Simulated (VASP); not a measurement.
# Al2Cu (I4/mcm) in VASP: further runs

The runs below take Al2Cu through single point, with PBE.

All numbers are computed with VASP 6.6.1; they aren't measurements. Logs are shortened: lines on timing, memory, paths and dates and some standing lists are left out, and cuts for length are marked.

## 1. The cell of the first run

Symmetry: I4/mcm, No. 140, tetragonal system. The conventional cell has a = 6.083 Å, b = 6.083 Å, c = 4.785 Å, α = 90.00°, β = 90.00°, γ = 90.00°. Al (site symmetry m2m) has 4 Cu at 2.59 Å and 11 Al at 2.71 to 3.24 Å within 3.4 Å. Within 3.2 Å of Cu (site symmetry 422) lie 2 Cu at 2.39 Å and 8 Al at 2.59 Å.

## 2. Single point, PBE (uniaxial strain along c: -2.0 %)

The input, INCAR:

```
PREC = Accurate ; ENCUT = 520
EDIFF = 1E-6 ; ISMEAR = 0
SIGMA = 0.1 ; LREAL = False
LASPH = True ; NELM = 60
ALGO = Fast ; ISIF = 2
LWAVE = False ; LCHARG = True
GGA = PE ; LELF = True
LVHAR = True ; NBANDS = 46
```

The input, KPOINTS:

```
regular mesh
0
Gamma
  6 6 8
```

The input, POSCAR:

```
Al2Cu
1.0
    6.0827491460      0.0000000000      0.0000000000
    0.0000000000      6.0827491460      0.0000000000
    0.0000000000      0.0000000000      4.7852276522
Al Cu
8 4
Direct
    0.1577186903      0.3422813097      0.0000000000
    0.1577186903      0.6577186903      0.5000000000
    0.8422813097      0.3422813097      0.5000000000
    0.8422813097      0.6577186903      0.0000000000
    0.6577186903      0.8422813097      0.5000000000
    0.6577186903      0.1577186903      0.0000000000
    0.3422813097      0.8422813097      0.0000000000
    0.3422813097      0.1577186903      0.5000000000
    0.0000000000      0.0000000000      0.7500000000
    0.0000000000      0.0000000000      0.2500000000
    0.5000000000      0.5000000000      0.2500000000
    0.5000000000      0.5000000000      0.7500000000
```

Potentials or basis: VASP PAW PBE potentials, release 64 (Al, Cu).

Started as:

```
cat potpaw_PBE.64/Al/POTCAR potpaw_PBE.64/Cu/POTCAR > POTCAR
mpirun -np 1 vasp_std > vasp.out
```

OUTCAR:

```text
PREC = Accurate
   ENCUT = 520
   EDIFF = 1E-6
   ISMEAR = 0
   LREAL = False
   LASPH = True
   NELM = 60
   ISIF = 2
   GGA = PE

 ion  position               nearest neighbor table
   1  0.158  0.342  0.000-   9 2.59  10 2.59  11 2.59  12 2.59   4 2.71   8 2.87   8 2.87   3 3.07
                             2 3.07   3 3.07   2 3.07   6 3.24   7 3.24   7 3.24   6 3.24
   2  0.158  0.658  0.500-   9 2.59  10 2.59  11 2.59  12 2.59   3 2.71   7 2.87   7 2.87   1 3.07
                             1 3.07   4 3.07   4 3.07   8 3.24   5 3.24   8 3.24   5 3.24
   3  0.842  0.342  0.500-   9 2.59  10 2.59  11 2.59  12 2.59   2 2.71   6 2.87   6 2.87   1 3.07
                             1 3.07   4 3.07   4 3.07   8 3.24   5 3.24   5 3.24   8 3.24
   4  0.842  0.658  0.000-   9 2.59  10 2.59  11 2.59  12 2.59   1 2.71   5 2.87   5 2.87   2 3.07
                             2 3.07   3 3.07   3 3.07   7 3.24   6 3.24   6 3.24   7 3.24
   5  0.658  0.842  0.500-   9 2.59  10 2.59  11 2.59  12 2.59   8 2.71   4 2.87   4 2.87   6 3.07
                             7 3.07   6 3.07   7 3.07   3 3.24   2 3.24   3 3.24   2 3.24
   6  0.658  0.158  0.000-   9 2.59  10 2.59  11 2.59  12 2.59   7 2.71   3 2.87   3 2.87   8 3.07
                             5 3.07   5 3.07   8 3.07   1 3.24   4 3.24   4 3.24   1 3.24
   7  0.342  0.842  0.000-   9 2.59  10 2.59  11 2.59  12 2.59   6 2.71   2 2.87   2 2.87   8 3.07
                             5 3.07   5 3.07   8 3.07   1 3.24   4 3.24   1 3.24   4 3.24
   8  0.342  0.158  0.500-   9 2.59  10 2.59  11 2.59  12 2.59   5 2.71   1 2.87   1 2.87   7 3.07
                             6 3.07   6 3.07   7 3.07   2 3.24   3 3.24   2 3.24   3 3.24
   9  0.000  0.000  0.750-  10 2.39  10 2.39   3 2.59   4 2.59   5 2.59   6 2.59   7 2.59   8 2.59
                             1 2.59   2 2.59
  10  0.000  0.000  0.250-   9 2.39   9 2.39   3 2.59   4 2.59   5 2.59   6 2.59   7 2.59   8 2.59
                             1 2.59   2 2.59
  11  0.500  0.500  0.250-  12 2.39  12 2.39   3 2.59   4 2.59   5 2.59   6 2.59   7 2.59   8 2.59
                             1 2.59   2 2.59
  12  0.500  0.500  0.750-  11 2.39  11 2.39   3 2.59   4 2.59   5 2.59   6 2.59   7 2.59   8 2.59
                             1 2.59   2 2.59

  LATTYP: Found a simple tetragonal cell.
 ALAT       =     6.0827491460
 C/A-ratio  =     0.7866883110

  Lattice vectors:

 A1 = (   6.0827491460,   0.0000000000,   0.0000000000)
 A2 = (   0.0000000000,   6.0827491460,   0.0000000000)
 A3 = (   0.0000000000,   0.0000000000,   4.7852276522)

Analysis of symmetry for initial positions (statically):
=====================================================================
 Subroutine PRICEL returns following result:

  LATTYP: Found a body centered tetragonal cell.
 ALAT       =     6.0827491460
 C/A-ratio  =     0.7866883110

  Lattice vectors:

 A1 = (   3.0413745730,  -3.0413745730,  -2.3926138261)
 A2 = (  -3.0413745730,   3.0413745730,  -2.3926138261)
 A3 = (   3.0413745730,   3.0413745730,   2.3926138261)

   2 primitive cells build up your supercell.

 Routine SETGRP: Setting up the symmetry group for a
 simple tetragonal supercell.

 Subroutine GETGRP returns: Found 16 space group operations
 (whereof  8 operations were pure point group operations)
 out of a pool of 16 trial point group operations.

The static configuration has the point symmetry C_4h.
 The point group associated with its full space group is D_4h.

Analysis of symmetry for dynamics (positions and initial velocities):
=====================================================================
 Subroutine PRICEL returns following result:

  LATTYP: Found a body centered tetragonal cell.
 ALAT       =     6.0827491460
 C/A-ratio  =     0.7866883110

  Lattice vectors:

 A1 = (   3.0413745730,  -3.0413745730,  -2.3926138261)
 A2 = (  -3.0413745730,   3.0413745730,  -2.3926138261)
 A3 = (   3.0413745730,   3.0413745730,   2.3926138261)

   2 primitive cells build up your supercell.

 Routine SETGRP: Setting up the symmetry group for a
 simple tetragonal supercell.

 Subroutine GETGRP returns: Found 16 space group operations
 (whereof  8 operations were pure point group operations)
 out of a pool of 16 trial point group operations.

The dynamic configuration has the point symmetry C_4h.
 The point group associated with its full space group is D_4h.

 Subroutine INISYM returns: Found 16 space group operations
 (whereof  8 operations are pure point group operations),
[... 46 lines left out ...]
     0.000000000  0.000000000  0.026122059     0.000000000  0.000000000  0.125000000

  Length of vectors
     0.027399892  0.027399892  0.026122059

  Shift w.r.t. Gamma in fractional coordinates (k-lattice)
     0.000000000  0.000000000  0.000000000

 Subroutine IBZKPT returns following result:
 ===========================================

 Found     50 irreducible k-points:

 Following reciprocal coordinates:
            Coordinates               Weight
  0.000000  0.000000  0.000000      1.000000
  0.166667  0.000000  0.000000      4.000000
  0.333333  0.000000  0.000000      4.000000
  0.500000  0.000000  0.000000      2.000000
  0.166667  0.166667  0.000000      4.000000
  0.333333  0.166667  0.000000      8.000000
[... 16 lines left out ...]
  0.333333  0.000000  0.250000      8.000000
  0.500000  0.000000  0.250000      4.000000
 [... further k-points ...]
   k-points           NKPTS =     50   k-points in BZ     NKDIM =     50   number of bands    NBANDS=     46
   number of dos      NEDOS =    301   number of ions     NIONS =     12
   total plane-waves  NPLWV =  82944
   dimension x,y,z NGX =    48 NGY =   48 NGZ =   36
   dimension x,y,z NGXF=    96 NGYF=   96 NGZF=   72
   ions per type =               8   4
   NGX,Y,Z   is equivalent  to a cutoff of  13.12, 13.12, 12.51 a.u.
   NGXF,Y,Z  is equivalent  to a cutoff of  26.24, 26.24, 25.01 a.u.
 SYSTEM =  unknown system
   PREC   = accura    normal or accurate (medium, high low for compatibility)
   ISTART =      0    job   : 0-new  1-cont  2-samecut
   ICHARG =      2    charge: 1-file 2-atom 10-const
   ISPIN  =      1    spin polarized calculation?
   LNONCOLLINEAR =      F non collinear calculations
   LSORBIT =      F    spin-orbit coupling
   LASPH  =      T    aspherical Exc in radial PAW
   ENCUT  =  520.0 eV  38.22 Ry    6.18 a.u.  11.31 11.31  8.90*2*pi/ulx,y,z
   NELM   =     60;   NELMIN=  2; NELMDL= -5     # of ELM steps
   EDIFF  = 0.1E-05   stopping-criterion for ELM
   LREAL  =      F    real-space projection
   EDIFFG = 0.1E-04   stopping-criterion for IOM
   NSW    =      0    number of steps for IOM
   IBRION =     -1    ionic relax: 0-MD 1-quasi-New 2-CG
   NFREE  =      0    steps in history (QN), initial steepest desc. (CG)
   ISIF   =      2    stress and relaxation
   ISYM   =      2    0-nonsym 1-usesym 2-fastsym
   POTIM  = 0.5000    time-step for ionic-motion
   TEBEG  =    0.0;   TEEND  =   0.0 temperature during run
   PSTRESS=    0.0 pullay stress
   NELECT =      68.0000    total number of electrons
   NUPDOWN=      -1.0000    fix difference up-down
   EMIN   =  10.00;   EMAX   =-10.00  energy-range for DOS
   EFERMI =   0.00;   METHOD = LEGACY
   ISMEAR =     0;   SIGMA  =   0.10  broadening in eV -4-tet -1-fermi 0-gaus
   EFERMI_NEDOS =   21; number of points for ismear=-14 and -15
   IALGO  =     68    algorithm
   IMIX   =      4    mixing-type and parameters
     AMIX     =   0.40;   BMIX     =  1.00
     AMIX_MAG =   1.60;   BMIX_MAG =  1.00
  volume/ion in A,a.u.               =      14.75        99.57
  Fermi-wavevector in a.u.,A,eV,Ry     =   1.189991  2.248757 19.266918  1.416078
  Thomas-Fermi vector in A             =   2.326086
   LORBIT       =      0    0 simple, 1 ext, 2 COOP (PROOUT), +10 PAW based schemes
   GGA     = PE    functional components
   LHFCALC =     F    Hartree Fock is set to
   AEXX    =    0.0000 exact exchange contribution
   IVDW    =     0    specifies the selected vdW correction
   LEPSILON=     F    determine dielectric tensor
   LRPA    =     F    only Hartree local field effects (RPA)
 non-spin polarized calculation
 RMM-DIIS sequential band-by-band and
 Gauss-broadening in eV      SIGMA  =   0.10
  energy-cutoff  :      520.00
  volume of cell :      177.05
 maximum number of plane-waves:      4792
 NGX is ok and might be reduce to    48
   NGX = 23   NGY = 23   NGZ = 17

 number of electron      68.0000000 magnetization

 Free energy of the ion-electron system (eV)
  ---------------------------------------------------
  ext. energy  EPLUGINS =         0.00000000
  ---------------------------------------------------
  free energy    TOTEN  =       -46.74415986 eV

  energy without entropy =      -46.72473959  energy(sigma->0) =      -46.73444973

 E-fermi :   8.1362     XC(G=0): -10.8988

 val. band max:        8.1341497985   @ k =   0.3333   0.0000   0.2500
 cond. band min:       8.1529110647   @ k =   0.3333   0.3333   0.5000
 fundamental gap:      0.0187612661
 Fermi energy:         8.1361669416

 k-point     1 :       0.0000    0.0000    0.0000
  band No.  band energies     occupation
      1      -2.7320      2.00000
      2       1.0163      2.00000
      3       1.0820      2.00000
      4       1.2038      2.00000
      5       1.2038      2.00000
      6       2.7111      2.00000
[... 1165 lines left out ...]
     45      12.6777      0.00000
     46      12.6785      0.00000

 [... further k-points ...]

------------------------ aborting loop because EDIFF is reached ----------------------------------------

  FORCE on cell =-STRESS in cart. coord.  units (eV):
  Direction    XX          YY          ZZ          XY          YZ          ZX
  --------------------------------------------------------------------------------------
  -------------------------------------------------------------------------------------
  Total        0.1885006      0.1885006      3.9783548      0.0000000     -0.0000000      0.0000000
  in kB        1.7057720      1.7057720     36.0007607      0.0000000     -0.0000000      0.0000000
  external PRESSURE =      13.1374349 kB  Pullay stress =       0.0000000 kB

 VOLUME and BASIS-vectors are now :
 -----------------------------------------------------------------------------
  energy-cutoff  :      520.00
  volume of cell :      177.05
      direct lattice vectors                 reciprocal lattice vectors
     6.082749146  0.000000000  0.000000000     0.164399349  0.000000000  0.000000000
     0.000000000  6.082749146  0.000000000     0.000000000  0.164399349  0.000000000
     0.000000000  0.000000000  4.785227652     0.000000000  0.000000000  0.208976474

 POSITION                                       TOTAL-FORCE (eV/Angst)
 -----------------------------------------------------------------------------------
      0.95936      2.08201      0.00000        -0.031343      0.031343      0.000000
      0.95936      4.00074      2.39261        -0.031343     -0.031343     -0.000000
      5.12339      2.08201      2.39261         0.031343      0.031343      0.000000
      5.12339      4.00074      0.00000         0.031343     -0.031343     -0.000000
      4.00074      5.12339      2.39261        -0.031343      0.031343      0.000000
      4.00074      0.95936      0.00000        -0.031343     -0.031343     -0.000000
      2.08201      5.12339      0.00000         0.031343      0.031343      0.000000
      2.08201      0.95936      2.39261         0.031343     -0.031343     -0.000000
      0.00000      0.00000      3.58892        -0.000000     -0.000000     -0.000000
      0.00000      0.00000      1.19631        -0.000000     -0.000000     -0.000000
      3.04137      3.04137      1.19631        -0.000000      0.000000     -0.000000
      3.04137      3.04137      3.58892        -0.000000     -0.000000     -0.000000
 -----------------------------------------------------------------------------------
    total drift:                                0.000000     -0.000000     -0.000000

  FREE ENERGIE OF THE ION-ELECTRON SYSTEM (eV)
  ---------------------------------------------------
  free  energy   TOTEN  =       -46.7441598605 eV

  energy  without entropy=      -46.7247395903  energy(sigma->0) =      -46.73444973
```

Wall time 15 min (1 thread of Intel Xeon 8259CL, shared host); peak memory 0.46 GiB.

Results:

| Item | Value |
| --- | --- |
| Free energy | -46.7442 eV |
| Pressure | 1.3 GPa |
| Largest force | 0.044 eV/Å |
| Band gap on the k mesh | zero (bands 34 and 35 overlap by 1.86 eV) |

Forces in eV/Å, atoms in the order of the input:
```
Al  -0.031  0.031  0.000
Al  -0.031 -0.031  0.000
Al   0.031  0.031  0.000
Al   0.031 -0.031  0.000
Al  -0.031  0.031  0.000
Al  -0.031 -0.031  0.000
Al   0.031  0.031  0.000
Al   0.031 -0.031  0.000
Cu   0.000  0.000  0.000
Cu   0.000  0.000  0.000
Cu   0.000  0.000  0.000
Cu   0.000  0.000  0.000
```

Caveat: the cell differs from its parent crystal (uniaxial strain along c: -2.0 %).

## 3. Single point, PBE (uniaxial strain along c: -1.0 %, then relaxed in part)

The input, INCAR:

```
PREC = Accurate
ENCUT = 520
EDIFF = 1E-6
ISMEAR = 0
SIGMA = 0.1
LREAL = False
LASPH = True
NELM = 60
ALGO = Fast
ISIF = 2
LWAVE = False
LCHARG = False
GGA = PE
NBANDS = 46
```

KPOINTS is that of step 2.

POSCAR: that of step 2 with these lines changed.

```diff
@@ -2,5 +2,5 @@
 1.0
-    6.0827491460      0.0000000000      0.0000000000
-    0.0000000000      6.0827491460      0.0000000000
-    0.0000000000      0.0000000000      4.7852276522
+    6.0721907929      0.0000000000      0.0000000000
+    0.0000000000      6.0721907929      0.0000000000
+    0.0000000000      0.0000000000      4.8340565058
 Al Cu
```

Potentials or basis: VASP PAW PBE potentials, release 64 (Al, Cu).

Started as:

```
cat potpaw_PBE.64/Al/POTCAR potpaw_PBE.64/Cu/POTCAR > POTCAR
mpirun -np 1 vasp_std > vasp.out
```

Run time: 16 min. Hardware: 1 thread of Intel Xeon 8259CL, shared host; peak memory 0.46 GiB.

It converged, with:

```
Free energy            : -46.7724 eV
Pressure               : 0.5 GPa
Largest force          : 0.003 eV/Å
Band gap on the k mesh : zero (bands 34 and 35 overlap by 1.85 eV)
```

Forces on the atoms (eV/Å):
```
Al  -0.002  0.002  0.000
Al  -0.002 -0.002  0.000
Al   0.002  0.002  0.000
Al   0.002 -0.002  0.000
Al  -0.002  0.002  0.000
Al  -0.002 -0.002  0.000
Al   0.002  0.002  0.000
Al   0.002 -0.002  0.000
Cu   0.000  0.000  0.000
Cu   0.000  0.000  0.000
Cu   0.000  0.000  0.000
Cu   0.000  0.000  0.000
```

Stress tensor (GPa, compression positive):
```
0.11 0.00 0.00
0.00 0.11 0.00
0.00 0.00 1.41
```

Levels at points of the mesh, in eV from the Fermi level:
```
           k point  band 32  band 33  band 34  band 35  band 36  band 37
(0.00, 0.00, 0.00)    -1.20    -1.20    -0.90    -0.39    -0.03     1.44
(0.50, 0.00, 0.00)    -1.49     0.01     0.01     0.38     0.38     1.49
(0.50, 0.50, 0.00)    -1.40    -1.02    -1.02    -0.66    -0.66     0.65
(0.00, 0.00, 0.50)    -0.89    -0.82    -0.82    -0.82    -0.82     0.09
(0.50, 0.00, 0.50)    -2.65     0.14     0.14     0.14     0.14     3.92
(0.50, 0.50, 0.50)     0.29     0.70     0.70     0.70     0.70     1.75
```

Caveat: the cell differs from its parent crystal (uniaxial strain along c: -1.0 %, then relaxed in part).

## 4. Single point, PBE (uniaxial strain along c: -1.0 %)

The input, INCAR:

```
ALGO     = Fast           # electronic algorithm
EDIFF    = 1E-6           # SCF threshold, eV
ENCUT    = 520            # plane-wave cutoff, eV
GGA      = PE             # functional
ISIF     = 2              # what is computed and relaxed
ISMEAR   = 0              # smearing method
LASPH    = True           # aspherical terms in the spheres
LCHARG   = False          # write CHGCAR
LREAL    = False          # projectors in reciprocal space
LWAVE    = False          # write WAVECAR
NBANDS   = 46             # bands
NELM     = 100            # most SCF steps
PREC     = Accurate       # precision mode
SIGMA    = 0.1            # smearing width, eV
```

The input, KPOINTS:

```
k-points
0
Gamma
  6 6 8
```

The input, POSCAR:

```
Al2Cu
1.0
    6.0676179293      0.0000000000      0.0000000000
    0.0000000000      6.0676179293      0.0000000000
    0.0000000000      0.0000000000      4.8340565058
Al Cu
8 4
Direct
    0.1586946207      0.3413053793      0.0000000000
    0.1586946207      0.6586946207      0.5000000000
    0.8413053793      0.3413053793      0.5000000000
    0.8413053793      0.6586946207      0.0000000000
    0.6586946207      0.8413053793      0.5000000000
    0.6586946207      0.1586946207      0.0000000000
    0.3413053793      0.8413053793      0.0000000000
    0.3413053793      0.1586946207      0.5000000000
    0.0000000000      0.0000000000      0.7500000000
    0.0000000000      0.0000000000      0.2500000000
    0.5000000000      0.5000000000      0.2500000000
    0.5000000000      0.5000000000      0.7500000000
```

Started as:

```
cat potpaw_PBE.64/Al/POTCAR potpaw_PBE.64/Cu/POTCAR > POTCAR
mpirun -np 1 vasp_std > vasp.out
```

Run time: 18 min. Hardware: 1 thread of Intel Xeon 8259CL, shared host; peak memory 0.46 GiB.

Results (log left out):

| Property | Result |
| --- | --- |
| Free energy | -46.7696 eV |
| Pressure | 0.7 GPa |
| Largest force | 0.066 eV/Å |
| Band gap on the k mesh | zero (bands 34 and 35 overlap by 1.87 eV) |

Forces in eV/Å, atoms in the order of the input:
```
Al  -0.047  0.047  0.000
Al  -0.047 -0.047  0.000
Al   0.047  0.047  0.000
Al   0.047 -0.047  0.000
Al  -0.047  0.047  0.000
Al  -0.047 -0.047  0.000
Al   0.047  0.047  0.000
Al   0.047 -0.047  0.000
Cu   0.000  0.000  0.000
Cu   0.000  0.000  0.000
Cu   0.000  0.000  0.000
Cu   0.000  0.000  0.000
```

Stress tensor (GPa, compression positive):
```
0.21 0.00 0.00
0.00 0.21 0.00
0.00 0.00 1.68
```

Levels at points of the mesh, in eV from the Fermi level:
```csv
k point,band 30,band 31,band 32,band 33,band 34,band 35,band 36,band 37,band 38,band 39
"(0.00, 0.00, 0.00)",-1.84,-1.33,-1.22,-1.22,-0.90,-0.36,0.02,1.44,1.44,1.71
"(0.50, 0.00, 0.00)",-1.99,-1.48,-1.48,-0.01,-0.01,0.40,0.40,1.50,1.50,2.07
"(0.50, 0.50, 0.00)",-1.55,-1.37,-1.37,-1.00,-1.00,-0.67,-0.67,0.66,0.66,1.12
"(0.00, 0.00, 0.50)",-3.08,-0.85,-0.85,-0.82,-0.82,-0.82,-0.82,0.08,0.08,3.50
"(0.50, 0.00, 0.50)",-2.66,-2.66,-2.66,0.14,0.14,0.14,0.14,3.93,3.93,3.93
"(0.50, 0.50, 0.50)",0.31,0.31,0.31,0.69,0.69,0.69,0.69,1.76,1.76,1.76
```

Caveat: the cell differs from its parent crystal (uniaxial strain along c: -1.0 %).

## 5. Overview

| cell | gap on the mesh (eV) | pressure (GPa) | largest force (eV/Å) |
| --- | --- | --- | --- |
| a = 6.083, b = 6.083, c = 4.785 Å, 12 atoms, atomic positions A | none | 1.3 | 0.04 |
| a = 6.072, b = 6.072, c = 4.834 Å, 12 atoms, atomic positions A | none | 0.5 | - |
| a = 6.068, b = 6.068, c = 4.834 Å, 12 atoms, atomic positions B | none | 0.7 | 0.07 |

Alike in all rows: task single point; level PBE; potentials or basis VASP PAW PBE potentials, release 64 (Al, Cu); no spin polarisation; k mesh 6 × 6 × 8; cutoff (eV) 520; smearing gaussian 0.1 eV.

Absolute energies hang on the potentials; compare differences alone.

The gap in the log of VASP goes by the Fermi energy; the results here count the filled bands.